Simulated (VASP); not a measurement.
# BN (P-1) in VASP: further runs

The runs below take BN through single point, with PBE.

Program: VASP 6.6.1. These are calculated values, not measurements. Logs are shortened: lines on timing, memory, paths and dates and some standing lists are left out, and cuts for length are marked.

## (1) The cell of the first run

The typed cell holds 8 atoms: a = 2.512 Å, b = 2.512 Å, c = 16.877 Å, α = 86.44°, β = 87.16°, γ = 60.00°.

## (2) Single point, PBE (the part above a cut slid along it)

The input, INCAR:

```
ALGO = Normal
EDIFF = 1E-6
ENCUT = 600
GGA = PE
GGA_COMPAT = F
ISIF = 2
ISMEAR = 0
LASPH = T
LCHARG = T
LELF = T
LREAL = F
LVHAR = T
LWAVE = F
NBANDS = 26
NELM = 120
PREC = Accurate
SIGMA = 0.05
```

The input, KPOINTS:

```
k-points
0
Gamma
  10 10 2
```

The input, POSCAR:

```
BN
1.0
   -2.5116193520      0.0000000000      0.0000000000
   -1.2558096760     -2.1751261634      0.0000000000
   -0.8372064507     -0.7250420545     16.8407423124
B N
4 4
Direct
    0.1875000000      0.0416666667      0.8750000000
    0.2708333333      0.2083333333      0.3750000000
    0.6458333333      0.6250000000      0.1250000000
    0.5625000000      0.4583333333      0.6250000000
    0.3125000000      0.2916666667      0.1250000000
    0.2291666667      0.1250000000      0.6250000000
    0.5208333333      0.3750000000      0.8750000000
    0.6041666667      0.5416666667      0.3750000000
```

Potentials or basis: VASP PAW PBE potentials, release 64 (B, N).

Run with:

```bash
cat potpaw_PBE.64/B/POTCAR potpaw_PBE.64/N/POTCAR > POTCAR
mpirun -np 1 vasp_std > vasp.out
```

OUTCAR:

```text
EDIFF = 1E-6
   ENCUT = 600
   GGA = PE
   ISIF = 2
   ISMEAR = 0
   LASPH = T
   LREAL = F
   NELM = 120
   PREC = Accurate

 ion  position               nearest neighbor table
   1  0.188  0.042  0.875-   7 1.45   7 1.45   7 1.45
   2  0.271  0.208  0.375-   8 1.45   8 1.45   8 1.45
   3  0.646  0.625  0.125-   5 1.45   5 1.45   5 1.45
   4  0.562  0.458  0.625-   6 1.45   6 1.45   6 1.45
   5  0.312  0.292  0.125-   3 1.45   3 1.45   3 1.45
   6  0.229  0.125  0.625-   4 1.45   4 1.45   4 1.45
   7  0.521  0.375  0.875-   1 1.45   1 1.45   1 1.45
   8  0.604  0.542  0.375-   2 1.45   2 1.45   2 1.45

  LATTYP: Found a triclinic cell.
 ALAT       =     2.5116193519
 B/A-ratio  =     1.0000000000
 C/A-ratio  =     6.7813412435
 COS(alpha) =     0.0122886211
 COS(beta)  =     0.1351748325
 COS(gamma) =     0.5000000000

  Lattice vectors:

 A1 = (   1.2558096760,  -2.1751261634,   0.0000000000)
 A2 = (  -1.2558096760,  -2.1751261634,   0.0000000000)
 A3 = (   2.0930161267,  -1.4500841089, -16.8407423124)

Analysis of symmetry for initial positions (statically):
=====================================================================
 Subroutine PRICEL returns:
 Original cell was already a primitive cell.

 Routine SETGRP: Setting up the symmetry group for a
 triclinic supercell.

 Subroutine GETGRP returns: Found  2 space group operations
 (whereof  1 operations were pure point group operations)
 out of a pool of  2 trial point group operations.

The static configuration has the point symmetry C_1 .
 The point group associated with its full space group is S_2 .

Analysis of symmetry for dynamics (positions and initial velocities):
=====================================================================
 Subroutine PRICEL returns:
 Original cell was already a primitive cell.

 Routine SETGRP: Setting up the symmetry group for a
 triclinic supercell.

 Subroutine GETGRP returns: Found  2 space group operations
 (whereof  1 operations were pure point group operations)
 out of a pool of  2 trial point group operations.

The dynamic configuration has the point symmetry C_1 .
 The point group associated with its full space group is S_2 .

 Subroutine INISYM returns: Found  2 space group operations
[... 109 lines left out ...]
   EDIFF  = 0.1E-05   stopping-criterion for ELM
   LREAL  =      F    real-space projection
   EDIFFG = 0.1E-04   stopping-criterion for IOM
   NSW    =      0    number of steps for IOM
   IBRION =     -1    ionic relax: 0-MD 1-quasi-New 2-CG
   NFREE  =      0    steps in history (QN), initial steepest desc. (CG)
   ISIF   =      2    stress and relaxation
   ISYM   =      2    0-nonsym 1-usesym 2-fastsym
   POTIM  = 0.5000    time-step for ionic-motion
   TEBEG  =    0.0;   TEEND  =   0.0 temperature during run
   PSTRESS=    0.0 pullay stress
   NELECT =      32.0000    total number of electrons
   NUPDOWN=      -1.0000    fix difference up-down
   EMIN   =  10.00;   EMAX   =-10.00  energy-range for DOS
   EFERMI =   0.00;   METHOD = LEGACY
   ISMEAR =     0;   SIGMA  =   0.05  broadening in eV -4-tet -1-fermi 0-gaus
   EFERMI_NEDOS =   21; number of points for ismear=-14 and -15
   IALGO  =     38    algorithm
   IMIX   =      4    mixing-type and parameters
     AMIX     =   0.40;   BMIX     =  1.00
     AMIX_MAG =   1.60;   BMIX_MAG =  1.00
  volume/ion in A,a.u.               =      11.50        77.61
  Fermi-wavevector in a.u.,A,eV,Ry     =   1.151308  2.175657 18.034671  1.325511
  Thomas-Fermi vector in A             =   2.287967
   LORBIT       =      0    0 simple, 1 ext, 2 COOP (PROOUT), +10 PAW based schemes
   GGA     = PE    functional components
   LHFCALC =     F    Hartree Fock is set to
   AEXX    =    0.0000 exact exchange contribution
   IVDW    =     0    specifies the selected vdW correction
   LEPSILON=     F    determine dielectric tensor
   LRPA    =     F    only Hartree local field effects (RPA)
 non-spin polarized calculation
 Gauss-broadening in eV      SIGMA  =   0.05
  energy-cutoff  :      600.00
  volume of cell :       92.00
 maximum number of plane-waves:      3110
   NGX =  9   NGY =  9   NGZ = 67

 number of electron      31.9999998 magnetization

 Free energy of the ion-electron system (eV)
  ---------------------------------------------------
  ext. energy  EPLUGINS =         0.00000000
  ---------------------------------------------------
  free energy    TOTEN  =       -70.42616779 eV

  energy without entropy =      -70.42616779  energy(sigma->0) =      -70.42616779

 E-fermi :   0.7211     XC(G=0):  -8.5252

 val. band max:        0.4376490900   @ k =  -0.3000   0.3000   0.0000
 cond. band min:       4.9251614345   @ k =   0.0000   0.0000   0.0000
 fundamental gap:      4.4875123445
 Fermi energy:         0.7210932157

 k-point     1 :       0.0000    0.0000    0.0000
  band No.  band energies     occupation
      1     -17.0870      2.00000
      2     -17.0685      2.00000
      3     -17.0685      2.00000
      4     -17.0498      2.00000
      5      -4.9309      2.00000
      6      -4.6618      2.00000
[... 685 lines left out ...]
     25      13.2326      0.00000
     26      13.6195      0.00000

 [... further k-points ...]

------------------------ aborting loop because EDIFF is reached ----------------------------------------

  FORCE on cell =-STRESS in cart. coord.  units (eV):
  Direction    XX          YY          ZZ          XY          YZ          ZX
  --------------------------------------------------------------------------------------
  -------------------------------------------------------------------------------------
  Total        0.0803237      0.0787683     -0.0863546     -0.0000221      0.0007067      0.0064106
  in kB        1.3987965      1.3717116     -1.5038217     -0.0003850      0.0123067      0.1116378
  external PRESSURE =       0.4222288 kB  Pullay stress =       0.0000000 kB

 VOLUME and BASIS-vectors are now :
 -----------------------------------------------------------------------------
  energy-cutoff  :      600.00
  volume of cell :       92.00
      direct lattice vectors                 reciprocal lattice vectors
    -2.511619352  0.000000000  0.000000000    -0.398149504  0.229871723 -0.009896634
    -1.255809676 -2.175126163  0.000000000     0.000000000 -0.459743447 -0.019793268
    -0.837206451 -0.725042055 16.840742312     0.000000000  0.000000000  0.059379805

 POSITION                                       TOTAL-FORCE (eV/Angst)
 -----------------------------------------------------------------------------------
     -1.25581     -0.72504     14.73565         0.000346     -0.000229     -0.003398
     -1.25581     -0.72504      6.31528         0.000006     -0.000003      0.000001
     -2.51162     -1.45008      2.10509        -0.000346      0.000229      0.003398
     -2.51162     -1.45008     10.52546        -0.000006      0.000003     -0.000001
     -1.25581     -0.72504      2.10509         0.001910     -0.000048      0.001292
     -1.25581     -0.72504     10.52546         0.000051      0.000039      0.000014
     -2.51162     -1.45008     14.73565        -0.001910      0.000048     -0.001292
     -2.51162     -1.45008      6.31528        -0.000051     -0.000039     -0.000014
 -----------------------------------------------------------------------------------
    total drift:                               -0.000005      0.000021      0.000000

  FREE ENERGIE OF THE ION-ELECTRON SYSTEM (eV)
  ---------------------------------------------------
  free  energy   TOTEN  =       -70.4261677890 eV

  energy  without entropy=      -70.4261677890  energy(sigma->0) =      -70.42616779
```

OSZICAR:

```text
N       E                     dE             d eps       ncg     rms          rms(c)
DAV:   1     0.172582552172E+03    0.17258E+03   -0.16720E+04  5416   0.124E+03
DAV:   2    -0.636578549815E+02   -0.23624E+03   -0.21915E+03  7368   0.288E+02
DAV:   3    -0.776737418603E+02   -0.14016E+02   -0.13908E+02  7244   0.708E+01
DAV:   4    -0.778882361681E+02   -0.21449E+00   -0.21431E+00  7000   0.936E+00
DAV:   5    -0.778923123357E+02   -0.40762E-02   -0.40750E-02  7216   0.129E+00    0.159E+01
DAV:   6    -0.712873165942E+02    0.66050E+01   -0.15134E+01  6702   0.228E+01    0.706E+00
DAV:   7    -0.706516888336E+02    0.63563E+00   -0.11101E+00  7210   0.619E+00    0.447E+00
DAV:   8    -0.704311784077E+02    0.22051E+00   -0.78546E-01  7076   0.445E+00    0.803E-01
DAV:   9    -0.704216576663E+02    0.95207E-02   -0.43352E-02  6800   0.127E+00    0.277E-01
DAV:  10    -0.704256023860E+02   -0.39447E-02   -0.42674E-03  6526   0.384E-01    0.678E-02
DAV:  11    -0.704261287407E+02   -0.52635E-03   -0.41880E-04  6874   0.146E-01    0.323E-02
DAV:  12    -0.704261657155E+02   -0.36975E-04   -0.12295E-04  6550   0.656E-02    0.645E-03
DAV:  13    -0.704261672349E+02   -0.15194E-05   -0.43208E-06  7056   0.126E-02    0.160E-03
DAV:  14    -0.704261677890E+02   -0.55410E-06   -0.48886E-07  5100   0.503E-03
   1 F= -.70426168E+02 E0= -.70426168E+02  d E =-.543255E-17
```

stdout:

```text
POSCAR found type information on POSCAR B N
 POSCAR found :  2 types and       8 ions
 scaLAPACK will be used
 LDA part: xc-table for (Slater+PW92), standard interpolation
 POSCAR, INCAR and KPOINTS ok, starting setup
 FFT: planning ... GRIDC
 FFT: planning ... GRID_SOFT
 FFT: planning ... GRID
 WAVECAR not read
 entering main loop
```

Run time: 5.5 min. Hardware: 1 thread of Oxide Virtual Turin-like, shared host; peak memory 0.34 GiB.

What came out:

```yaml
Free_energy: -70.4262 eV
Pressure: 0.0 GPa
Largest_force: 0.003 eV/Å
Band_gap_on_the_k_mesh: 4.49 eV (least direct gap 4.83 eV)
```

Forces in eV/Å, atoms in the order of the input:
```
B    0.000  0.000 -0.003
B    0.000  0.000  0.000
B    0.000  0.000  0.003
B    0.000  0.000  0.000
N    0.002  0.000  0.001
N    0.000  0.000  0.000
N   -0.002  0.000 -0.001
N    0.000  0.000  0.000
```

Levels at points of the mesh, in eV from the valence-band top:
```tsv
k point	band 13	band 14	band 15	band 16	band 17	band 18	band 19	band 20
(0.00, 0.00, 0.00)	-1.24	-1.24	-1.24	-1.24	4.49	5.74	5.74	7.79
(0.50, 0.00, 0.00)	-0.91	-0.80	-0.78	-0.67	4.66	4.85	4.91	5.14
(0.00, 0.50, 0.00)	-0.90	-0.79	-0.79	-0.68	4.64	4.85	4.92	5.16
(0.50, 0.50, 0.00)	-0.87	-0.85	-0.73	-0.71	4.69	4.76	5.03	5.09
(0.00, 0.00, 0.50)	-1.24	-1.24	-1.24	-1.24	4.82	4.83	6.98	6.98
(0.50, 0.00, 0.50)	-0.88	-0.87	-0.71	-0.70	4.69	4.75	5.03	5.09
(0.00, 0.50, 0.50)	-0.87	-0.87	-0.71	-0.71	4.66	4.76	5.03	5.11
(0.50, 0.50, 0.50)	-0.89	-0.80	-0.78	-0.69	4.66	4.86	4.91	5.14
```

Caveat: the cell differs from its parent crystal (the part above a cut slid along it). A k mesh can miss the band edges.

## (3) Single point, PBE (the part above a cut slid along it)

The input, INCAR:

```
SYSTEM = BN
  PREC = Accurate
  ENCUT = 600
  EDIFF = 1E-6
  ISMEAR = 0
  SIGMA = 0.05
  LREAL = .FALSE.
  LASPH = .TRUE.
  NELM = 120
  ALGO = Normal
  ISIF = 2
  LWAVE = .FALSE.
  LCHARG = .FALSE.
  GGA = PE
  NBANDS = 26
  GGA_COMPAT = .FALSE.
```

The input, KPOINTS:

```
Automatic mesh
0
G
  10 10 2
  0 0 0
```

The input, POSCAR:

```
BN
1.0
   -2.5116193520      0.0000000000      0.0000000000
   -1.2558096760     -2.1751261634      0.0000000000
   -0.5232540317     -0.9063025681     16.8407423124
B N
4 4
Direct
    0.3333333333     -0.0312500000      0.8750000000
    0.3333333333      0.1770833333      0.3750000000
    0.6666666667      0.6145833333      0.1250000000
    0.6666666667      0.4062500000      0.6250000000
    0.3333333333      0.2812500000      0.1250000000
    0.3333333333      0.0729166667      0.6250000000
    0.6666666667      0.3020833333      0.8750000000
    0.6666666667      0.5104166667      0.3750000000
```

Potentials or basis: VASP PAW PBE potentials, release 64 (B, N).

Run with:

```bash
cat potpaw_PBE.64/B/POTCAR potpaw_PBE.64/N/POTCAR > POTCAR
mpirun -np 1 vasp_std > vasp.out
```

OUTCAR:

```text
SYSTEM = BN
   PREC = Accurate
   ENCUT = 600
   EDIFF = 1E-6
   ISMEAR = 0
   LREAL = .FALSE.
   LASPH = .TRUE.
   NELM = 120
   ISIF = 2
   GGA = PE

 ion  position               nearest neighbor table
   1  0.333  0.969  0.875-   7 1.45   7 1.45   7 1.45
   2  0.333  0.177  0.375-   8 1.45   8 1.45   8 1.45
   3  0.667  0.615  0.125-   5 1.45   5 1.45   5 1.45
   4  0.667  0.406  0.625-   6 1.45   6 1.45   6 1.45
   5  0.333  0.281  0.125-   3 1.45   3 1.45   3 1.45
   6  0.333  0.073  0.625-   4 1.45   4 1.45   4 1.45
   7  0.667  0.302  0.875-   1 1.45   1 1.45   1 1.45
   8  0.667  0.510  0.375-   2 1.45   2 1.45   2 1.45

  LATTYP: Found a base centered monoclinic cell.
 ALAT       =     2.5116193519
 B/A-ratio  =     1.7320508076
 C/A-ratio  =     6.7180668644
 COS(beta)  =    -0.0620218100

  Lattice vectors:

 A1 = (   2.5116193520,   0.0000000000,   0.0000000000)
 A2 = (  -1.2558096760,   2.1751261634,   0.0000000000)
 A3 = (  -0.5232540317,  -0.9063025681,  16.8407423124)

Analysis of symmetry for initial positions (statically):
=====================================================================
 Subroutine PRICEL returns:
 Original cell was already a primitive cell.

 Routine SETGRP: Setting up the symmetry group for a
 base centered monoclinic supercell.

 Subroutine GETGRP returns: Found  2 space group operations
 (whereof  1 operations were pure point group operations)
 out of a pool of  4 trial point group operations.

The static configuration has the point symmetry C_1 .
 The point group associated with its full space group is S_2 .

Analysis of symmetry for dynamics (positions and initial velocities):
=====================================================================
 Subroutine PRICEL returns:
 Original cell was already a primitive cell.

 Routine SETGRP: Setting up the symmetry group for a
 base centered monoclinic supercell.

[... 141 lines left out ...]
   LORBIT       =      0    0 simple, 1 ext, 2 COOP (PROOUT), +10 PAW based schemes
   GGA     = PE    functional components
   LHFCALC =     F    Hartree Fock is set to
   AEXX    =    0.0000 exact exchange contribution
   IVDW    =     0    specifies the selected vdW correction
   LEPSILON=     F    determine dielectric tensor
   LRPA    =     F    only Hartree local field effects (RPA)
 non-spin polarized calculation
 Gauss-broadening in eV      SIGMA  =   0.05
  energy-cutoff  :      600.00
  volume of cell :       92.00
 maximum number of plane-waves:      3111
   NGX =  9   NGY =  9   NGZ = 67

 number of electron      31.9999997 magnetization

 Free energy of the ion-electron system (eV)
  ---------------------------------------------------
  ext. energy  EPLUGINS =         0.00000000
  ---------------------------------------------------
  free energy    TOTEN  =       -70.42665645 eV

  energy without entropy =      -70.42665645  energy(sigma->0) =      -70.42665645

 E-fermi :   0.7144     XC(G=0):  -8.5255

 val. band max:        0.4310512705   @ k =   0.3000  -0.3000   0.0000
 cond. band min:       4.9246030585   @ k =   0.0000   0.0000   0.0000
 fundamental gap:      4.4935517880
 Fermi energy:         0.7144045688

 k-point     1 :       0.0000    0.0000    0.0000
  band No.  band energies     occupation
      1     -17.0872      2.00000
      2     -17.0688      2.00000
      3     -17.0687      2.00000
      4     -17.0501      2.00000
      5      -4.9311      2.00000
      6      -4.6621      2.00000
[... 685 lines left out ...]
     25      13.5483      0.00000
     26      13.5875      0.00000

 [... further k-points ...]

------------------------ aborting loop because EDIFF is reached ----------------------------------------

  FORCE on cell =-STRESS in cart. coord.  units (eV):
  Direction    XX          YY          ZZ          XY          YZ          ZX
  --------------------------------------------------------------------------------------
  -------------------------------------------------------------------------------------
  Total        0.0831996      0.0798114     -0.0935562     -0.0005939     -0.0002262      0.0062952
  in kB        1.4488804      1.3898756     -1.6292339     -0.0103427     -0.0039385      0.1096277
  external PRESSURE =       0.4031740 kB  Pullay stress =       0.0000000 kB

 VOLUME and BASIS-vectors are now :
 -----------------------------------------------------------------------------
  energy-cutoff  :      600.00
  volume of cell :       92.00
      direct lattice vectors                 reciprocal lattice vectors
    -2.511619352  0.000000000  0.000000000    -0.398149504  0.229871723 -0.000000000
    -1.255809676 -2.175126163  0.000000000     0.000000000 -0.459743447 -0.024741586
    -0.523254032 -0.906302568 16.840742312     0.000000000  0.000000000  0.059379805

 POSITION                                       TOTAL-FORCE (eV/Angst)
 -----------------------------------------------------------------------------------
     -2.51162     -2.90017     14.73565         0.000575     -0.000607     -0.002301
     -1.25581     -0.72504      6.31528         0.000003     -0.000002      0.000001
     -2.51162     -1.45008      2.10509        -0.000575      0.000607      0.002301
     -2.51162     -1.45008     10.52546        -0.000003      0.000002     -0.000001
     -1.25581     -0.72504      2.10509         0.002077     -0.000623      0.000667
     -1.25581     -0.72504     10.52546        -0.000014     -0.000043      0.000008
     -2.51162     -1.45008     14.73565        -0.002077      0.000623     -0.000667
     -2.51162     -1.45008      6.31528         0.000014      0.000043     -0.000008
 -----------------------------------------------------------------------------------
    total drift:                               -0.000000     -0.000019     -0.000001

  FREE ENERGIE OF THE ION-ELECTRON SYSTEM (eV)
  ---------------------------------------------------
  free  energy   TOTEN  =       -70.4266564478 eV

  energy  without entropy=      -70.4266564478  energy(sigma->0) =      -70.42665645
```

stdout:

```text
POSCAR found type information on POSCAR B N
 POSCAR found :  2 types and       8 ions
 scaLAPACK will be used
 LDA part: xc-table for (Slater+PW92), standard interpolation
 POSCAR, INCAR and KPOINTS ok, starting setup
 FFT: planning ... GRIDC
 FFT: planning ... GRID_SOFT
 FFT: planning ... GRID
 WAVECAR not read
 entering main loop
```

It took 6.3 min on 1 thread of Oxide Virtual Turin-like, shared host; peak memory 0.34 GiB.

What came out:

```
Free energy            : -70.4267 eV
Pressure               : 0.0 GPa
Band gap on the k mesh : 4.49 eV (least direct gap 4.81 eV)
```

Forces on the atoms (eV/Å):
```
B    0.001 -0.001 -0.002
B    0.000  0.000  0.000
B   -0.001  0.001  0.002
B    0.000  0.000  0.000
N    0.002 -0.001  0.001
N    0.000  0.000  0.000
N   -0.002  0.001 -0.001
N    0.000  0.000  0.000
```

Caveat: the cell differs from its parent crystal (the part above a cut slid along it). A k mesh can miss the band edges.

(Continued in part 2 of 2.)
